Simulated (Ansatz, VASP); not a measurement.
# Two plane-wave programs on HClO

File POSCAR:

```
HClO
1.0
    3.4012830000      0.0000000000      0.0000000000
    0.0000000000      3.3918880000      0.0000000000
    0.0000000000      0.0000000000      7.2065870000
H O Cl
2 2 2
Direct
    0.0000000000      0.5000000000      0.0700000000
    0.5000000000      0.0000000000      0.9300000000
    0.0000000000      0.0000000000      0.9400000000
    0.5000000000      0.5000000000      0.0600000000
    0.0000000000      0.0000000000      0.3000000000
    0.5000000000      0.5000000000      0.7000000000
```

Contents of INCAR.step1:

```
  PREC = Accurate
  ENCUT = 520
  ISMEAR = -1
  SIGMA = 0.1
  LREAL = F
  LASPH = T
  NELM = 100
  NBANDS = 23
  GGA = PE
  ALGO = Normal
  EDIFF = 1E-4
  LWAVE = T
  LCHARG = F
```

Contents of INCAR.step2:

```
  PREC = Accurate
  ENCUT = 520
  EDIFF = 1E-6
  ISMEAR = -1
  SIGMA = 0.1
  LREAL = F
  LASPH = T
  NELM = 100
  ALGO = Normal
  ISIF = 2
  LWAVE = F
  LCHARG = F
  METAGGA = R2SCAN
  LMIXTAU = T
  NBANDS = 23
  ISTART = 1
```

File KPOINTS:

```
regular mesh
0
Gamma
  10 10 5
```

Input for Ansatz:

```yaml
crystal:
  lattice:
    - [3.401283, 0.0, 0.0]
    - [0.0, 3.391888, 0.0]
    - [0.0, 0.0, 7.206587]
  atoms:
    - { symbol: H, position: [0.0, 0.5, 0.07] }
    - { symbol: H, position: [0.5, 0.0, 0.93] }
    - { symbol: O, position: [0.0, 0.0, 0.94] }
    - { symbol: O, position: [0.5, 0.5, 0.06] }
    - { symbol: Cl, position: [0.0, 0.0, 0.3] }
    - { symbol: Cl, position: [0.5, 0.5, 0.7] }
  symmetry: { tolerance: 0.0003 }
kpoints:
  mp_grid: { grid: [10, 10, 5], shift: [0, 0, 0] }
  band_path:
    path:
      - [0.0, 0.0, 0.0]
      - [0.0, 0.5, 0.0]
      - [-0.5, 0.5, 0.0]
      - [-0.5, 0.0, 0.0]
      - [0.0, 0.0, 0.0]
      - [0.0, 0.0, 0.5]
      - [0.0, 0.5, 0.5]
      - [-0.5, 0.5, 0.5]
      - [-0.5, 0.0, 0.5]
      - [0.0, 0.0, 0.5]
      - [0.0, 0.5, 0.0]
    npoints: 6
magnetization:
  spin_polarized: false
scf:
  occupations: { method: fermi_dirac }
  lower_state_search: "off"
  max_iter: 200
hamiltonian:
  pseudopotentials: { kind: paw }
  xc: r2scan
basis:
  ecutwfc: 500
  fft_grid_basis: typed
output:
  forces: true
  stress: true
  eigenvalues: true
  bader: true
  populations: true
  elf: true
  write_potential: true
  volumetric_format: npy
  dos:
    e_range: [-12, 8]
    de: 0.05
    projected: { site_lists: { Cl: [Cl], H: [H], O: [O] } }
checkpoint:
  read: saved_state
```

Alike in both runs: task single point; functional r2SCAN; k mesh 10 × 10 × 5; no spin polarisation.

|  | VASP | Ansatz |
| --- | --- | --- |
| version | VASP 6.6.1 | Ansatz 0.2.0 |
| potentials or method | VASP PAW PBE potentials, release 64 (H, O, Cl), cutoff 520 eV | PAW plane waves |
| occupations | fermi-dirac, width 0.1 eV | fermi-dirac |
| valence electrons in the cell | 28 | 28 |

VASP gave:

| Item | Value |
| --- | --- |
| pressure (GPa) | -11.2 |
| traceless stress, the component that is largest in VASP (GPa) | -9.38 |
| rms of the force components (eV/Å) | 0.363 |

Task: Which values does Ansatz return?

Result: Pressure (GPa): -11.0; traceless stress, the component that is largest in VASP (GPa): -9.42; rms of the force components (eV/Å): 0.362.

VASP's potentials were made for PBE, not for r2SCAN. Atom by atom the forces differ by 0.003 eV/Å (rms over components).
